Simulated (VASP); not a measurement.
# PbS (Cmcm) in VASP: notebook, part 2 of 2

VASP 6.6.1. Earlier steps stand in the parts before.

**3. Single point, RPBE**

This run uses another cell than the first one, of 26.66 Å³/atom, 1.020 times its volume.

Input file INCAR:

```
PREC = Accurate
ENCUT = 520
EDIFF = 1E-7
ISMEAR = -1
SIGMA = 0.05
LREAL = False
LASPH = True
NELM = 60
ALGO = Normal
ISIF = 2
LWAVE = False
LCHARG = True
GGA = RP
LELF = True
LVHAR = True
NBANDS = 28
```

Input file KPOINTS:

```
Automatic mesh
0
Gamma
  7 7 6
```

Input file POSCAR:

```
PbS
1.0
    2.0799526950     -5.9912968650      0.0000000000
    2.0799526950      5.9912968650      0.0000000000
    0.0000000000      0.0000000000      4.2793209400
Pb S
2 2
Direct
    0.1305633500      0.8694366500      0.2500000000
    0.8694366500      0.1305633500      0.7500000000
    0.3547970900      0.6452029100      0.2500000000
    0.6452029100      0.3547970900      0.7500000000
```

Potentials or basis: VASP PAW PBE potentials, release 64 (Pb_d, S).

Launch:

```console
> cat potpaw_PBE.64/Pb_d/POTCAR potpaw_PBE.64/S/POTCAR > POTCAR
> mpirun -np 1 vasp_std > vasp.out
```

OUTCAR:

```text
PREC = Accurate
   ENCUT = 520
   EDIFF = 1E-7
   ISMEAR = -1
   LREAL = False
   LASPH = True
   NELM = 60
   ISIF = 2
   GGA = RP

 ion  position               nearest neighbor table
   1  0.131  0.869  0.250-   3 2.69   4 2.99   4 2.99   4 2.99   4 2.99   2 3.79   2 3.79   2 4.13
                             2 4.13   2 4.13   2 4.13
   2  0.869  0.131  0.750-   4 2.69   3 2.99   3 2.99   3 2.99   3 2.99   1 3.79   1 3.79   1 4.13
                             1 4.13   1 4.13   1 4.13
   3  0.355  0.645  0.250-   1 2.69   2 2.99   2 2.99   2 2.99   2 2.99
   4  0.645  0.355  0.750-   2 2.69   1 2.99   1 2.99   1 2.99   1 2.99

  LATTYP: Found a base centered orthorhombic cell.
 ALAT       =     4.1599053900
 B/A-ratio  =     2.8804966956
 C/A-ratio  =     1.0287063139

  Lattice vectors:

 A1 = (   2.0799526950,  -5.9912968650,   0.0000000000)
 A2 = (   2.0799526950,   5.9912968650,   0.0000000000)
 A3 = (   0.0000000000,   0.0000000000,   4.2793209400)

Analysis of symmetry for initial positions (statically):
=====================================================================
 Subroutine PRICEL returns:
 Original cell was already a primitive cell.
[... 176 lines left out ...]

 val. band max:        4.9759081322   @ k =  -0.4286   0.4286   0.3333
 cond. band min:       6.3161848698   @ k =   0.4286   0.4286   0.0000
 fundamental gap:      1.3402767375
 Fermi energy:         5.6808703560

 k-point     1 :       0.0000    0.0000    0.0000
  band No.  band energies     occupation
      1     -11.4058      2.00000
      2     -11.3172      2.00000
      3     -11.3112      2.00000
      4     -11.3048      2.00000
      5     -11.2685      2.00000
      6     -11.2649      2.00000
[... 733 lines left out ...]
     27      12.5949      0.00000
     28      13.3534      0.00000

 [... further k-points ...]

------------------------ aborting loop because EDIFF is reached ----------------------------------------

  FORCE on cell =-STRESS in cart. coord.  units (eV):
  Direction    XX          YY          ZZ          XY          YZ          ZX
  --------------------------------------------------------------------------------------
  -------------------------------------------------------------------------------------
  Total        1.8536538      2.0828132      1.8434143      0.0000000      0.0000000      0.0000000
  in kB       27.8458227     31.2882840     27.6920040      0.0000000      0.0000000      0.0000000
  external PRESSURE =      28.9420369 kB  Pullay stress =       0.0000000 kB

 VOLUME and BASIS-vectors are now :
 -----------------------------------------------------------------------------
  energy-cutoff  :      520.00
  volume of cell :      106.65
      direct lattice vectors                 reciprocal lattice vectors
     2.079952695 -5.991296865  0.000000000     0.240390083 -0.083454386  0.000000000
     2.079952695  5.991296865  0.000000000     0.240390083  0.083454386  0.000000000
     0.000000000  0.000000000  4.279320940     0.000000000  0.000000000  0.233681936

 POSITION                                       TOTAL-FORCE (eV/Angst)
 -----------------------------------------------------------------------------------
      2.07995      4.42681      1.06983         0.000000      0.095915      0.000000
      2.07995     -4.42681      3.20949         0.000000     -0.095915      0.000000
      2.07995      1.73991      1.06983         0.000000     -0.134353     -0.000000
      2.07995     -1.73991      3.20949         0.000000      0.134353     -0.000000
 -----------------------------------------------------------------------------------
    total drift:                               -0.000000     -0.000000      0.000000

  FREE ENERGIE OF THE ION-ELECTRON SYSTEM (eV)
  ---------------------------------------------------
  free  energy   TOTEN  =       -16.0127260988 eV

  energy  without entropy=      -16.0127260246  energy(sigma->0) =      -16.01272606
```

OSZICAR:

```text
N       E                     dE             d eps       ncg     rms          rms(c)
DAV:   1     0.423134781279E+03    0.42313E+03   -0.18972E+04  3584   0.153E+03
DAV:   2     0.316516588067E+02   -0.39148E+03   -0.37935E+03  3616   0.407E+02
DAV:   3    -0.147804650235E+02   -0.46432E+02   -0.45313E+02  4668   0.156E+02
DAV:   4    -0.169478136419E+02   -0.21673E+01   -0.21594E+01  4284   0.349E+01
DAV:   5    -0.170346523354E+02   -0.86839E-01   -0.86828E-01  4856   0.737E+00    0.725E+00
DAV:   6    -0.159829569891E+02    0.10517E+01   -0.25184E+00  4996   0.104E+01    0.489E+00
DAV:   7    -0.160014346606E+02   -0.18478E-01   -0.54116E-01  4036   0.309E+00    0.321E+00
DAV:   8    -0.160212701137E+02   -0.19835E-01   -0.10987E-01  4520   0.277E+00    0.144E+00
DAV:   9    -0.160119154003E+02    0.93547E-02   -0.29067E-02  4960   0.146E+00    0.183E-01
DAV:  10    -0.160125584181E+02   -0.64302E-03   -0.27160E-03  4012   0.229E-01    0.582E-02
DAV:  11    -0.160127211923E+02   -0.16277E-03   -0.26840E-04  4224   0.101E-01    0.216E-02
DAV:  12    -0.160127273932E+02   -0.62009E-05   -0.29837E-05  5304   0.319E-02    0.188E-02
DAV:  13    -0.160127266792E+02    0.71393E-06   -0.10912E-05  4424   0.263E-02    0.107E-02
DAV:  14    -0.160127263664E+02    0.31281E-06   -0.12509E-06  4344   0.604E-03    0.133E-03
DAV:  15    -0.160127261660E+02    0.20041E-06   -0.19285E-07  2956   0.342E-03    0.494E-04
DAV:  16    -0.160127260988E+02    0.67206E-07   -0.54269E-08  2220   0.152E-03
   1 F= -.16012726E+02 E0= -.16012726E+02  d E =-.742061E-07
```

Wall time 3.5 min (1 thread of Intel Xeon 6975P-C, shared host); peak memory 0.35 GiB.

What came out:

| Quantity | Value |
| --- | --- |
| Free energy | -16.0127 eV |
| Pressure | 2.9 GPa |
| Largest force | 0.134 eV/Å |
| Band gap on the k mesh | 1.34 eV, indirect (least direct gap 1.52 eV) |

Forces in eV/Å, atoms in the order of the input:
```
Pb   0.000  0.096  0.000
Pb   0.000 -0.096  0.000
S    0.000 -0.134  0.000
S    0.000  0.134  0.000
```

Stress tensor (GPa, compression positive):
```
2.78 0.00 0.00
0.00 3.13 0.00
0.00 0.00 2.77
```

Caveat: the PAW data sets were made with another functional, which shifts forces and pressure a little; spin-orbit coupling is left out, which moves the levels of the heavy elements.
